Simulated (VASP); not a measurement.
# ZnSe (zincblende type) (F-43m) in VASP: further runs

ZnSe (zincblende type) is run at these levels: PBE; tasks: single point.

All numbers are computed with VASP 6.6.1; they aren't measurements. Logs are shortened: lines on timing, memory, paths and dates and some standing lists are left out, and cuts for length are marked.

### 1 The cell of the first run

The structure is cubic, space group F-43m (No. 216). The conventional cell has a = 5.322 Å, b = 5.322 Å, c = 5.322 Å, α = 90.00°, β = 90.00°, γ = 90.00°. Within 3.0 Å of Zn (site symmetry -43m) lie 4 Se at 2.30 Å. Within 3.0 Å of Se (site symmetry -43m) lie 4 Zn at 2.30 Å.

### 2 Single point, PBE (volume scaled by 0.8)

File INCAR:

```
SYSTEM = ZnSe
ALGO     = Normal         ! electronic algorithm
EDIFF    = 1E-6           ! SCF threshold, eV
ENCUT    = 520            ! plane-wave cutoff, eV
GGA      = PE             ! functional
ISIF     = 2              ! what is computed and relaxed
ISMEAR   = -1             ! smearing method
LASPH    = .True.         ! aspherical terms in the spheres
LCHARG   = .False.        ! write CHGCAR
LREAL    = .False.        ! projectors in reciprocal space
LWAVE    = .False.        ! write WAVECAR
NBANDS   = 16             ! bands
NELM     = 60             ! most SCF steps
PREC     = Accurate       ! precision mode
SIGMA    = 0.1            ! smearing width, eV
```

File KPOINTS:

```
k-points
0
Gamma
  11 11 11
  0 0 0
```

File POSCAR:

```
ZnSe
1.0
    0.0000000000      2.6608927865      2.6608927865
    2.6608927865      0.0000000000      2.6608927865
    2.6608927865      2.6608927865      0.0000000000
Zn Se
1 1
Direct
    0.0000000000      0.0000000000      0.0000000000
    0.2500000000      0.2500000000      0.2500000000
```

Potentials or basis: VASP PAW PBE potentials, release 64 (Zn, Se).

Command:

```bash
cat potpaw_PBE.64/Zn/POTCAR potpaw_PBE.64/Se/POTCAR > POTCAR
mpirun -np 1 vasp_std > vasp.out
```

OUTCAR:

```text
SYSTEM = ZnSe
   EDIFF = 1E-6
   ENCUT = 520
   GGA = PE
   ISIF = 2
   ISMEAR = -1
   LASPH = .True.
   LREAL = .False.
   NELM = 60
   PREC = Accurate

 ion  position               nearest neighbor table
   1  0.000  0.000  0.000-   2 2.30   2 2.30   2 2.30   2 2.30
   2  0.250  0.250  0.250-   1 2.30   1 2.30   1 2.30   1 2.30

  LATTYP: Found a face centered cubic cell.
 ALAT       =     5.3217855730

  Lattice vectors:

 A1 = (   0.0000000000,   2.6608927865,   2.6608927865)
 A2 = (   2.6608927865,   0.0000000000,   2.6608927865)
 A3 = (   2.6608927865,   2.6608927865,   0.0000000000)

Analysis of symmetry for initial positions (statically):
=====================================================================
 Subroutine PRICEL returns:
 Original cell was already a primitive cell.

 Routine SETGRP: Setting up the symmetry group for a
 face centered cubic supercell.

 Subroutine GETGRP returns: Found 24 space group operations
 (whereof 24 operations were pure point group operations)
 out of a pool of 48 trial point group operations.

The static configuration has the point symmetry T_d .

Analysis of symmetry for dynamics (positions and initial velocities):
=====================================================================
 Subroutine PRICEL returns:
 Original cell was already a primitive cell.

 Routine SETGRP: Setting up the symmetry group for a
 face centered cubic supercell.

 Subroutine GETGRP returns: Found 24 space group operations
 (whereof 24 operations were pure point group operations)
 out of a pool of 48 trial point group operations.

The dynamic configuration has the point symmetry T_d .

 Subroutine INISYM returns: Found 24 space group operations
 (whereof 24 operations are pure point group operations),
 and found     1 'primitive' translations

----------------------------------------------------------------------------------------

                                     Primitive cell

  volume of cell :      37.6801

  direct lattice vectors                    reciprocal lattice vectors
     0.000000000  2.660892786  2.660892786    -0.187906857  0.187906857  0.187906857
     2.660892786  0.000000000  2.660892786     0.187906857 -0.187906857  0.187906857
     2.660892786  2.660892786  0.000000000     0.187906857  0.187906857 -0.187906857

  length of vectors
     3.763070667  3.763070667  3.763070667     0.325464223  0.325464223  0.325464223

  position of ions in fractional coordinates (direct lattice)
     0.000000000  0.000000000  0.000000000
     0.250000000  0.250000000  0.250000000

  ion indices of the primitive-cell ions
   primitive index   ion index
                 1           1
                 2           2

----------------------------------------------------------------------------------------

 KPOINTS: k-points

Automatic generation of k-mesh.
 Grid dimensions read from file:
 generate k-points for:   11   11   11

 Generating k-lattice:

  Cartesian coordinates                     Fractional coordinates (reciprocal lattice)
    -0.017082442  0.017082442  0.017082442     0.090909091  0.000000000  0.000000000
     0.017082442 -0.017082442  0.017082442     0.000000000  0.090909091  0.000000000
     0.017082442  0.017082442 -0.017082442     0.000000000  0.000000000  0.090909091

  Length of vectors
     0.029587657  0.029587657  0.029587657

  Shift w.r.t. Gamma in fractional coordinates (k-lattice)
     0.000000000  0.000000000  0.000000000

 Subroutine IBZKPT returns following result:
 ===========================================

 Found     56 irreducible k-points:

 Following reciprocal coordinates:
            Coordinates               Weight
  0.000000  0.000000  0.000000      1.000000
  0.090909  0.000000  0.000000      8.000000
  0.181818  0.000000  0.000000      8.000000
  0.272727  0.000000  0.000000      8.000000
  0.363636  0.000000  0.000000      8.000000
  0.454545  0.000000  0.000000      8.000000
[... 16 lines left out ...]
 -0.272727  0.181818  0.000000     24.000000
 -0.181818  0.181818  0.000000     12.000000
 [... further k-points ...]
   k-points           NKPTS =     56   k-points in BZ     NKDIM =     56   number of bands    NBANDS=     16
   number of dos      NEDOS =    301   number of ions     NIONS =      2
   total plane-waves  NPLWV =  21952
   dimension x,y,z NGX =    28 NGY =   28 NGZ =   28
   dimension x,y,z NGXF=    56 NGYF=   56 NGZF=   56
   ions per type =               1   1
   NGX,Y,Z   is equivalent  to a cutoff of  12.37, 12.37, 12.37 a.u.
   NGXF,Y,Z  is equivalent  to a cutoff of  24.74, 24.74, 24.74 a.u.
 SYSTEM =  ZnSe
   PREC   = accura    normal or accurate (medium, high low for compatibility)
   ISTART =      0    job   : 0-new  1-cont  2-samecut
   ICHARG =      2    charge: 1-file 2-atom 10-const
   ISPIN  =      1    spin polarized calculation?
   LNONCOLLINEAR =      F non collinear calculations
   LSORBIT =      F    spin-orbit coupling
   LASPH  =      T    aspherical Exc in radial PAW
   ENCUT  =  520.0 eV  38.22 Ry    6.18 a.u.   7.00  7.00  7.00*2*pi/ulx,y,z
   NELM   =     60;   NELMIN=  2; NELMDL= -5     # of ELM steps
   EDIFF  = 0.1E-05   stopping-criterion for ELM
   LREAL  =      F    real-space projection
   EDIFFG = 0.1E-04   stopping-criterion for IOM
   NSW    =      0    number of steps for IOM
   IBRION =     -1    ionic relax: 0-MD 1-quasi-New 2-CG
   NFREE  =      0    steps in history (QN), initial steepest desc. (CG)
   ISIF   =      2    stress and relaxation
   ISYM   =      2    0-nonsym 1-usesym 2-fastsym
   POTIM  = 0.5000    time-step for ionic-motion
   TEBEG  =    0.0;   TEEND  =   0.0 temperature during run
   PSTRESS=    0.0 pullay stress
   NELECT =      18.0000    total number of electrons
   NUPDOWN=      -1.0000    fix difference up-down
   EMIN   =  10.00;   EMAX   =-10.00  energy-range for DOS
   EFERMI =   0.00;   METHOD = LEGACY
   ISMEAR =    -1;   SIGMA  =   0.10  broadening in eV -4-tet -1-fermi 0-gaus
   EFERMI_NEDOS =   21; number of points for ismear=-14 and -15
   IALGO  =     38    algorithm
   IMIX   =      4    mixing-type and parameters
     AMIX     =   0.40;   BMIX     =  1.00
     AMIX_MAG =   1.60;   BMIX_MAG =  1.00
  volume/ion in A,a.u.               =      18.84       127.14
  Fermi-wavevector in a.u.,A,eV,Ry     =   1.279759  2.418394 22.283402  1.637784
  Thomas-Fermi vector in A             =   2.412226
   LORBIT       =      0    0 simple, 1 ext, 2 COOP (PROOUT), +10 PAW based schemes
   GGA     = PE    functional components
   LHFCALC =     F    Hartree Fock is set to
   AEXX    =    0.0000 exact exchange contribution
   IVDW    =     0    specifies the selected vdW correction
   LEPSILON=     F    determine dielectric tensor
   LRPA    =     F    only Hartree local field effects (RPA)
 non-spin polarized calculation
  energy-cutoff  :      520.00
  volume of cell :       37.68
 maximum number of plane-waves:      1028
   NGX = 13   NGY = 13   NGZ = 13

 number of electron      18.0000019 magnetization

 Free energy of the ion-electron system (eV)
  ---------------------------------------------------
  ext. energy  EPLUGINS =         0.00000000
  ---------------------------------------------------
  free energy    TOTEN  =        -5.51169450 eV

  energy without entropy =       -5.51169413  energy(sigma->0) =       -5.51169431

 E-fermi :   4.6067     XC(G=0): -10.2134

 val. band max:        3.4349563459   @ k =   0.0000   0.0000   0.0000
 cond. band min:       5.5436162753   @ k =   0.0000   0.0000   0.0000
 fundamental gap:      2.1086599294
 Fermi energy:         4.6066852009

 k-point     1 :       0.0000    0.0000    0.0000
  band No.  band energies     occupation
      1     -11.2391      2.00000
      2      -3.9988      2.00000
      3      -3.9988      2.00000
      4      -3.9988      2.00000
      5      -3.4342      2.00000
      6      -3.4342      2.00000
[... 8 lines left out ...]
     15      15.2704      0.00000
     16      15.2704      0.00000

 k-point     2 :       0.0909    0.0000    0.0000
  band No.  band energies     occupation
      1     -11.1635      2.00000
      2      -4.0040      2.00000
      3      -3.9859      2.00000
      4      -3.9859      2.00000
      5      -3.4359      2.00000
      6      -3.4359      2.00000
[... 8 lines left out ...]
     15      14.5972      0.00000
     16      14.6328      0.00000

 k-point     3 :       0.1818    0.0000    0.0000
  band No.  band energies     occupation
      1     -10.9500      2.00000
      2      -4.0064      2.00000
      3      -3.9529      2.00000
      4      -3.9529      2.00000
      5      -3.4379      2.00000
      6      -3.4379      2.00000
[... 8 lines left out ...]
     15      14.0017      0.00000
     16      14.8731      0.00000

 k-point     4 :       0.2727    0.0000    0.0000
  band No.  band energies     occupation
      1     -10.6421      2.00000
      2      -3.9670      2.00000
      3      -3.9146      2.00000
      4      -3.9146      2.00000
      5      -3.4332      2.00000
      6      -3.4332      2.00000
[... 8 lines left out ...]
     15      14.2117      0.00000
     16      14.3458      0.00000
[... 324 lines left out ...]
 k-point    22 :      -0.3636    0.1818    0.0000
  band No.  band energies     occupation
      1     -10.0111      2.00000
      2      -3.8761      2.00000
      3      -3.8172      2.00000
      4      -3.5902      2.00000
      5      -3.4338      2.00000
      6      -3.3393      2.00000
[... 8 lines left out ...]
     15      15.4747      0.00000
     16      17.0943      0.00000

 k-point    23 :      -0.2727    0.1818    0.0000
  band No.  band energies     occupation
      1     -10.2447      2.00000
      2      -3.8779      2.00000
      3      -3.8505      2.00000
      4      -3.8315      2.00000
      5      -3.4565      2.00000
      6      -3.3837      2.00000
[... 8 lines left out ...]
     15      16.3645      0.00000
     16      18.0249      0.00000

 k-point    24 :      -0.1818    0.1818    0.0000
  band No.  band energies     occupation
      1     -10.5389      2.00000
      2      -3.9670      2.00000
      3      -3.8946      2.00000
      4      -3.8876      2.00000
      5      -3.4626      2.00000
      6      -3.4033      2.00000
[... 8 lines left out ...]
     15      15.7425      0.00000
     16      17.2811      0.00000

 [... further k-points ...]

------------------------ aborting loop because EDIFF is reached ----------------------------------------

  FORCE on cell =-STRESS in cart. coord.  units (eV):
  Direction    XX          YY          ZZ          XY          YZ          ZX
  --------------------------------------------------------------------------------------
  -------------------------------------------------------------------------------------
  Total        5.0532517      5.0532517      5.0532517     -0.0000000      0.0000000      0.0000000
  in kB      214.8668347    214.8668347    214.8668347     -0.0000000      0.0000000      0.0000000
  external PRESSURE =     214.8668347 kB  Pullay stress =       0.0000000 kB

 VOLUME and BASIS-vectors are now :
 -----------------------------------------------------------------------------
  energy-cutoff  :      520.00
  volume of cell :       37.68
      direct lattice vectors                 reciprocal lattice vectors
     0.000000000  2.660892786  2.660892786    -0.187906857  0.187906857  0.187906857
     2.660892786  0.000000000  2.660892786     0.187906857 -0.187906857  0.187906857
     2.660892786  2.660892786  0.000000000     0.187906857  0.187906857 -0.187906857

 POSITION                                       TOTAL-FORCE (eV/Angst)
 -----------------------------------------------------------------------------------
      0.00000      0.00000      0.00000        -0.000000      0.000000     -0.000000
      1.33045      1.33045      1.33045         0.000000     -0.000000      0.000000
 -----------------------------------------------------------------------------------
    total drift:                                0.000003      0.000003      0.000003

  FREE ENERGIE OF THE ION-ELECTRON SYSTEM (eV)
  ---------------------------------------------------
  free  energy   TOTEN  =        -5.5116944994 eV

  energy  without entropy=       -5.5116941255  energy(sigma->0) =       -5.51169431
```

It took 77 s on 1 thread of AMD EPYC 7R13, shared host; peak memory 0.15 GiB.

What came out:

```
Free energy            : -5.5117 eV
Pressure               : 21.5 GPa
Band gap on the k mesh : 2.11 eV, direct
```

Levels at points of the mesh, in eV from the valence-band top:
```
           k point  band 5  band 6  band 7  band 8  band 9  band 10  band 11  band 12  band 13  band 14
(0.00, 0.00, 0.00)   -6.87   -6.87    0.00    0.00    0.00     2.11     5.67     5.67     5.67    10.65
```

### 3 Single point, PBE (volume scaled by 0.8)

File INCAR:

```
PREC     = Accurate       # precision mode
ENCUT    = 520            # plane-wave cutoff, eV
EDIFF    = 1E-6           # SCF threshold, eV
ISMEAR   = -1             # smearing method
SIGMA    = 0.1            # smearing width, eV
LREAL    = False          # projectors in reciprocal space
LASPH    = True           # aspherical terms in the spheres
NELM     = 100            # most SCF steps
ALGO     = Normal         # electronic algorithm
ISIF     = 2              # what is computed and relaxed
LWAVE    = False          # write WAVECAR
LCHARG   = False          # write CHGCAR
GGA      = PE             # functional
NBANDS   = 16             # bands
```

File KPOINTS:

```
Automatic mesh
0
Gamma
  11 11 11
```

POSCAR is that of step 2.

Potentials or basis: VASP PAW PBE potentials, release 64 (Zn, Se).

Command:

```bash
cat potpaw_PBE.64/Zn/POTCAR potpaw_PBE.64/Se/POTCAR > POTCAR
mpirun -np 1 vasp_std > vasp.out
```

It took 80 s on 1 thread of AMD EPYC 7R13, shared host; peak memory 0.15 GiB.

The run converged. Its results:

- Free energy: -5.5117 eV
- Pressure: 21.5 GPa
- Band gap on the k mesh: 2.11 eV, direct

Levels at points of the mesh, in eV from the valence-band top:
```tsv
k point	band 5	band 6	band 7	band 8	band 9	band 10	band 11	band 12	band 13	band 14
(0.00, 0.00, 0.00)	-6.87	-6.87	0.00	0.00	0.00	2.11	5.67	5.67	5.67	10.65
```

### 4 Single point, PBE (volume scaled by 0.88)

File INCAR:

```
PREC = Accurate ; ENCUT = 520
EDIFF = 1E-6 ; ISMEAR = -1
SIGMA = 0.1 ; LREAL = F
LASPH = T ; NELM = 100
ALGO = Normal ; ISIF = 2
LWAVE = F ; LCHARG = F
GGA = PE ; NBANDS = 16
```

File KPOINTS:

```
regular mesh
0
Gamma
  11 11 11
```

File POSCAR:

```
ZnSe
1.0
    0.0000000000      2.7467867129      2.7467867129
    2.7467867129      0.0000000000      2.7467867129
    2.7467867129      2.7467867129      0.0000000000
Zn Se
1 1
Direct
    0.0000000000      0.0000000000      0.0000000000
    0.2500000000      0.2500000000      0.2500000000
```

Command:

```bash
cat potpaw_PBE.64/Zn/POTCAR potpaw_PBE.64/Se/POTCAR > POTCAR
mpirun -np 1 vasp_std > vasp.out
```

Run time: 87 s. Hardware: 1 thread of AMD EPYC 7R13, shared host; peak memory 0.16 GiB.

It converged, with:

* Free energy: -5.8717 eV
* Pressure: 10.0 GPa
* Band gap on the k mesh: 1.68 eV, direct

Levels at points of the mesh, in eV from the valence-band top:
```
           k point  band 7  band 8  band 9  band 10  band 11  band 12
(0.00, 0.00, 0.00)    0.00    0.00    0.00     1.68     5.75     5.75
```
